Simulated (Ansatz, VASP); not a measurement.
## Two plane-wave programs on Zr

File INCAR:

```
PREC = Accurate ; ENCUT = 520
EDIFF = 1E-6 ; ISMEAR = 0
SIGMA = 0.15 ; LREAL = False
LASPH = True ; NELM = 60
ALGO = Fast ; ISIF = 2
LWAVE = False ; LCHARG = False
GGA = PS ; NBANDS = 19
```

File KPOINTS:

```
regular mesh
0
Gamma
  18 18 10
```

POSCAR

```
Zr
1.0
    3.2319982225      0.0000000000      0.0000000000
   -1.6159991112      2.8269824914      0.0000000000
    0.0000000000      0.0000000000      5.1470000000
Zr
2
Direct
    0.3333333333      0.6666666667      0.2500000000
    0.6666666667      0.3333333333      0.7500000000
```

Input for Ansatz:

```yaml
crystal:
  lattice:
    - [3.2319982225, 0.0, 0.0]
    - [-1.6159991112, 2.8269824914, 0.0]
    - [0.0, 0.0, 5.147]
  atoms:
    - { symbol: Zr, position: [0.3333333333, 0.6666666667, 0.25] }
    - { symbol: Zr, position: [0.6666666667, 0.3333333333, 0.75] }
basis:
  ecutwfc: 420
kpoints:
  mp_grid: { grid: [18, 18, 10] }
hamiltonian:
  xc: pbesol
scf:
  occupations: { method: gaussian, width: 0.15 }
output:
  forces: true
  stress: true
  eigenvalues: true
```

Change from the starting cell: strain +0.0100 x Voigt [0, 1, 0, 0, 0, 0], atoms carried along.

Alike in both runs: task single point; functional PBEsol; k mesh 18 × 18 × 10; occupations gaussian, width 0.15 eV; no spin polarisation.

```csv
,VASP,Ansatz
version,VASP 6.6.1,Ansatz 0.2.0
potentials or method,"VASP PAW PBE potentials, release 64 (Zr_sv), cutoff 520 eV","scalar-relativistic, plane waves, PAW"
valence electrons in the cell,24,24
```

```tsv
	VASP	Ansatz	Ansatz less VASP
gap on the k mesh at the Fermi level (eV)	none	none	-
pressure (GPa)	-4.1	-4.1	-0.05
traceless stress, the component that is largest in VASP (GPa)	-0.70	-0.70	+0.002
rms of the force components (eV/Å)	0.010	0.010	0.0000
```

VASP's potentials were made for PBE, not for PBEsol. Atom by atom the forces differ by 0.000 eV/Å (rms over components). A gap of «none» marks a metal or a gap that the smearing closes. With one functional, cell and mesh, what is left measures potentials, basis and numerics.
